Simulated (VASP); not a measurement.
# NiO2 (P-3m1) in VASP: a series of runs

The runs below take NiO2 through single point, with PBEsol.

Program: VASP 6.6.1. These are calculated values, not measurements. Logs are shortened: lines on timing, memory, paths and dates and some standing lists are left out, and cuts for length are marked.

### 1 The cell of the first run

Symmetry: P-3m1, No. 164, trigonal system. Conventional cell: a = 2.784 Å, b = 2.784 Å, c = 4.973 Å, α = 90.00°, β = 90.00°, γ = 120.00°. Ni (site symmetry -3m) has 6 O at 1.83 Å within 2.4 Å. O (site symmetry 3m) has 3 Ni at 1.83 Å and 3 O at 2.37 Å within 2.4 Å.

### 2 Single point, PBEsol (c/a of the conventional cell at fixed volume 1.7861)

Contents of INCAR:

```
PREC = Accurate
ENCUT = 520
EDIFF = 1E-6
ISMEAR = 0
SIGMA = 0.05
LREAL = F
LASPH = T
NELM = 80
ALGO = Normal
ISIF = 2
LWAVE = F
LCHARG = F
GGA = PS
NBANDS = 18
```

Contents of KPOINTS:

```
Automatic mesh
0
Gamma
  12 12 6
```

Contents of POSCAR:

```
NiO2
1.0
    2.7839850047      0.0000000000      0.0000000000
   -1.3919925024      2.4110017378      0.0000000000
    0.0000000000      0.0000000000      4.9726140668
Ni O
1 2
Direct
    0.0000000000      0.0000000000      0.5000000000
    0.6666666667      0.3333333333      0.6750910825
    0.3333333333      0.6666666667      0.3249089175
```

Potentials or basis: VASP PAW PBE potentials, release 64 (Ni, O).

Launch:

```bash
> cat potpaw_PBE.64/Ni/POTCAR potpaw_PBE.64/O/POTCAR > POTCAR
> mpirun -np 1 vasp_std > vasp.out
```

OUTCAR:

```text
PREC = Accurate
   ENCUT = 520
   EDIFF = 1E-6
   ISMEAR = 0
   LREAL = F
   LASPH = T
   NELM = 80
   ISIF = 2
   GGA = PS

 ion  position               nearest neighbor table
   1  0.000  0.000  0.500-   2 1.83   3 1.83   2 1.83   3 1.83   2 1.83   3 1.83
   2  0.667  0.333  0.675-   1 1.83   1 1.83   1 1.83
   3  0.333  0.667  0.325-   1 1.83   1 1.83   1 1.83

  LATTYP: Found a hexagonal cell.
 ALAT       =     2.7839850047
 C/A-ratio  =     1.7861497308

  Lattice vectors:

 A1 = (   2.7839850047,   0.0000000000,   0.0000000000)
 A2 = (  -1.3919925024,   2.4110017378,   0.0000000000)
 A3 = (   0.0000000000,   0.0000000000,   4.9726140668)

Analysis of symmetry for initial positions (statically):
=====================================================================
 Subroutine PRICEL returns:
 Original cell was already a primitive cell.

 Routine SETGRP: Setting up the symmetry group for a
 hexagonal supercell.

 Subroutine GETGRP returns: Found 12 space group operations
 (whereof 12 operations were pure point group operations)
 out of a pool of 24 trial point group operations.

The static configuration has the point symmetry D_3d.

Analysis of symmetry for dynamics (positions and initial velocities):
=====================================================================
 Subroutine PRICEL returns:
 Original cell was already a primitive cell.

 Routine SETGRP: Setting up the symmetry group for a
 hexagonal supercell.

 Subroutine GETGRP returns: Found 12 space group operations
 (whereof 12 operations were pure point group operations)
 out of a pool of 24 trial point group operations.

The dynamic configuration has the point symmetry D_3d.

 Subroutine INISYM returns: Found 12 space group operations
 (whereof 12 operations are pure point group operations),
 and found     1 'primitive' translations

----------------------------------------------------------------------------------------

                                     Primitive cell

  volume of cell :      33.3771

  direct lattice vectors                    reciprocal lattice vectors
     2.783985005  0.000000000  0.000000000     0.359197337  0.207382679  0.000000000
    -1.391992502  2.411001738  0.000000000     0.000000000  0.414765358  0.000000000
     0.000000000  0.000000000  4.972614067     0.000000000  0.000000000  0.201101470

  length of vectors
     2.783985005  2.783985005  4.972614067     0.414765358  0.414765358  0.201101470

[... 81 lines left out ...]
   NELM   =     80;   NELMIN=  2; NELMDL= -5     # of ELM steps
   EDIFF  = 0.1E-05   stopping-criterion for ELM
   LREAL  =      F    real-space projection
   EDIFFG = 0.1E-04   stopping-criterion for IOM
   NSW    =      0    number of steps for IOM
   IBRION =     -1    ionic relax: 0-MD 1-quasi-New 2-CG
   NFREE  =      0    steps in history (QN), initial steepest desc. (CG)
   ISIF   =      2    stress and relaxation
   ISYM   =      2    0-nonsym 1-usesym 2-fastsym
   POTIM  = 0.5000    time-step for ionic-motion
   TEBEG  =    0.0;   TEEND  =   0.0 temperature during run
   PSTRESS=    0.0 pullay stress
   NELECT =      22.0000    total number of electrons
   NUPDOWN=      -1.0000    fix difference up-down
   EMIN   =  10.00;   EMAX   =-10.00  energy-range for DOS
   EFERMI =   0.00;   METHOD = LEGACY
   ISMEAR =     0;   SIGMA  =   0.05  broadening in eV -4-tet -1-fermi 0-gaus
   EFERMI_NEDOS =   21; number of points for ismear=-14 and -15
   IALGO  =     38    algorithm
   IMIX   =      4    mixing-type and parameters
     AMIX     =   0.40;   BMIX     =  1.00
     AMIX_MAG =   1.60;   BMIX_MAG =  1.00
  volume/ion in A,a.u.               =      11.13        75.08
  Fermi-wavevector in a.u.,A,eV,Ry     =   1.424730  2.692350 27.617874  2.029856
  Thomas-Fermi vector in A             =   2.545190
   LORBIT       =      0    0 simple, 1 ext, 2 COOP (PROOUT), +10 PAW based schemes
   GGA     = PS    functional components
   LHFCALC =     F    Hartree Fock is set to
   AEXX    =    0.0000 exact exchange contribution
   IVDW    =     0    specifies the selected vdW correction
   LEPSILON=     F    determine dielectric tensor
   LRPA    =     F    only Hartree local field effects (RPA)
 non-spin polarized calculation
 Gauss-broadening in eV      SIGMA  =   0.05
  energy-cutoff  :      520.00
  volume of cell :       33.38
 maximum number of plane-waves:       912
 NGX is ok and might be reduce to    24
   NGX = 11   NGY = 11   NGZ = 19

 number of electron      21.9999996 magnetization

 Free energy of the ion-electron system (eV)
  ---------------------------------------------------
  ext. energy  EPLUGINS =         0.00000000
  ---------------------------------------------------
  free energy    TOTEN  =       -18.67422181 eV

  energy without entropy =      -18.67422181  energy(sigma->0) =      -18.67422181

 E-fermi :   2.4317     XC(G=0): -10.3432

 val. band max:        2.1061891556   @ k =   0.0833   0.0000   0.5000
 cond. band min:       3.1692239818   @ k =   0.2500   0.0000   0.3333
 fundamental gap:      1.0630348262
 Fermi energy:         2.4317450289

 k-point     1 :       0.0000    0.0000    0.0000
  band No.  band energies     occupation
      1     -18.1076      2.00000
      2     -15.1035      2.00000
      3      -4.1727      2.00000
      4      -4.1727      2.00000
      5      -3.7635      2.00000
      6      -0.2464      2.00000
[... 481 lines left out ...]
      5      -3.3183      2.00000
      6      -1.3981      2.00000
[... 10 lines left out ...]
     17      19.7527      0.00000
     18      21.8262      0.00000

 [... further k-points ...]

------------------------ aborting loop because EDIFF is reached ----------------------------------------

  FORCE on cell =-STRESS in cart. coord.  units (eV):
  Direction    XX          YY          ZZ          XY          YZ          ZX
  --------------------------------------------------------------------------------------
  -------------------------------------------------------------------------------------
  Total        1.9442244      1.9442244      2.2462322     -0.0000000      0.0000000      0.0000000
  in kB       93.3271084     93.3271084    107.8241563     -0.0000000      0.0000000      0.0000000
  external PRESSURE =      98.1594577 kB  Pullay stress =       0.0000000 kB

 VOLUME and BASIS-vectors are now :
 -----------------------------------------------------------------------------
  energy-cutoff  :      520.00
  volume of cell :       33.38
      direct lattice vectors                 reciprocal lattice vectors
     2.783985005  0.000000000  0.000000000     0.359197337  0.207382679  0.000000000
    -1.391992502  2.411001738  0.000000000     0.000000000  0.414765358  0.000000000
     0.000000000  0.000000000  4.972614067     0.000000000  0.000000000  0.201101470

 POSITION                                       TOTAL-FORCE (eV/Angst)
 -----------------------------------------------------------------------------------
      0.00000      0.00000      2.48631         0.000000      0.000000      0.000000
      1.39199      0.80367      3.35697        -0.000000      0.000000      1.334672
     -0.00000      1.60733      1.61565         0.000000      0.000000     -1.334672
 -----------------------------------------------------------------------------------
    total drift:                                0.000000     -0.000000     -0.000000

  FREE ENERGIE OF THE ION-ELECTRON SYSTEM (eV)
  ---------------------------------------------------
  free  energy   TOTEN  =       -18.6742218084 eV

  energy  without entropy=      -18.6742218084  energy(sigma->0) =      -18.67422181
```

OSZICAR:

```text
N       E                     dE             d eps       ncg     rms          rms(c)
DAV:   1     0.167691415634E+03    0.16769E+03   -0.11828E+04  3640   0.145E+03
DAV:   2    -0.110191669361E+02   -0.17871E+03   -0.16562E+03  3842   0.321E+02
DAV:   3    -0.261527722766E+02   -0.15134E+02   -0.14957E+02  4270   0.108E+02
DAV:   4    -0.263545583204E+02   -0.20179E+00   -0.20156E+00  4306   0.126E+01
DAV:   5    -0.263573680570E+02   -0.28097E-02   -0.28094E-02  4166   0.149E+00    0.295E+01
DAV:   6    -0.311620862459E+02   -0.48047E+01   -0.51645E+01  4480   0.171E+02    0.465E+01
DAV:   7    -0.187309888445E+02    0.12431E+02   -0.20479E+01  4374   0.113E+02    0.591E+00
DAV:   8    -0.186936259134E+02    0.37363E-01   -0.22482E+00  4932   0.204E+01    0.338E+00
DAV:   9    -0.186827080706E+02    0.10918E-01   -0.16116E-01  5098   0.104E+01    0.766E-01
DAV:  10    -0.186781271412E+02    0.45809E-02   -0.53770E-02  4068   0.685E+00    0.728E-01
DAV:  11    -0.186742609240E+02    0.38662E-02   -0.62016E-03  5264   0.228E+00    0.120E-01
DAV:  12    -0.186742959447E+02   -0.35021E-04   -0.12357E-03  3896   0.299E-01    0.902E-02
DAV:  13    -0.186742185124E+02    0.77432E-04   -0.27962E-04  3952   0.425E-01    0.993E-03
DAV:  14    -0.186742225752E+02   -0.40628E-05   -0.31104E-05  4688   0.670E-02    0.127E-02
DAV:  15    -0.186742218084E+02    0.76683E-06   -0.42270E-06  3836   0.552E-02
   1 F= -.18674222E+02 E0= -.18674222E+02  d E =-.759812E-22
```

Run time: 1.9 min. Hardware: 1 thread of AMD EPYC 7R43 (Zen 3), shared host; peak memory 0.16 GiB.

Results:

```yaml
Free_energy: -18.6742 eV
Pressure: 9.8 GPa
Largest_force: 1.335 eV/Å
Band_gap_on_the_k_mesh: 1.06 eV, indirect (least direct gap 1.42 eV)
```

Forces in eV/Å, atoms in the order of the input:
```
Ni   0.000  0.000  0.000
O    0.000  0.000  1.335
O    0.000  0.000 -1.335
```

Caveat: the PAW data sets were made with another functional, which shifts forces and pressure a little. A k mesh can miss the band edges.

### 3 Single point, PBEsol (c/a of the conventional cell at fixed volume 1.6790)

Contents of INCAR:

```
PREC = Accurate
ENCUT = 520
EDIFF = 1E-6
ISMEAR = 0
SIGMA = 0.05
LREAL = False
LASPH = True
NELM = 80
ALGO = Normal
ISIF = 2
LWAVE = False
LCHARG = False
GGA = PS
NBANDS = 18
```

KPOINTS is that of step 2.

Contents of POSCAR:

```
NiO2
1.0
    2.8419904474      0.0000000000      0.0000000000
   -1.4209952237      2.4612359247      0.0000000000
    0.0000000000      0.0000000000      4.7717019612
Ni O
1 2
Direct
    0.0000000000      0.0000000000      0.5000000000
    0.6666666667      0.3333333333      0.6625222406
    0.3333333333      0.6666666667      0.3374777594
```

Potentials or basis: VASP PAW PBE potentials, release 64 (Ni, O).

Launch:

```bash
> cat potpaw_PBE.64/Ni/POTCAR potpaw_PBE.64/O/POTCAR > POTCAR
> mpirun -np 1 vasp_std > vasp.out
```

Wall time 1.7 min (1 thread of AMD EPYC 7R43 (Zen 3), shared host); peak memory 0.15 GiB.

The run converged. Its results:

| Quantity | Value |
| --- | --- |
| Free energy | -18.3892 eV |
| Pressure | 14.8 GPa |
| Largest force | 2.638 eV/Å |
| Band gap on the k mesh | 0.82 eV, indirect (least direct gap 1.26 eV) |

Forces on the atoms (eV/Å):
```
Ni   0.000  0.000  0.000
O    0.000  0.000  2.638
O    0.000  0.000 -2.638
```

Stress tensor (GPa, compression positive):
```
12.52  0.00  0.00
 0.00 12.52  0.00
 0.00  0.00 19.28
```

Levels at points of the mesh, in eV from the valence-band top:
```csv
k point,band 9,band 10,band 11,band 12,band 13,band 14
"(0.00, 0.00, 0.00)",-1.61,-1.48,-0.15,2.33,2.33,7.06
"(0.50, 0.00, 0.00)",-2.12,-1.83,-1.13,1.26,2.33,12.21
"(0.00, 0.00, 0.50)",-1.62,-1.62,0.00,2.34,2.34,8.61
"(0.50, 0.00, 0.50)",-2.11,-1.54,-1.17,1.24,2.31,11.09
```

Caveat: the PAW data sets were made with another functional, which shifts forces and pressure a little. Spin polarisation is off, so any magnetic state and its effect on volume and gap are missing.

(Continued in part 2 of 3.)
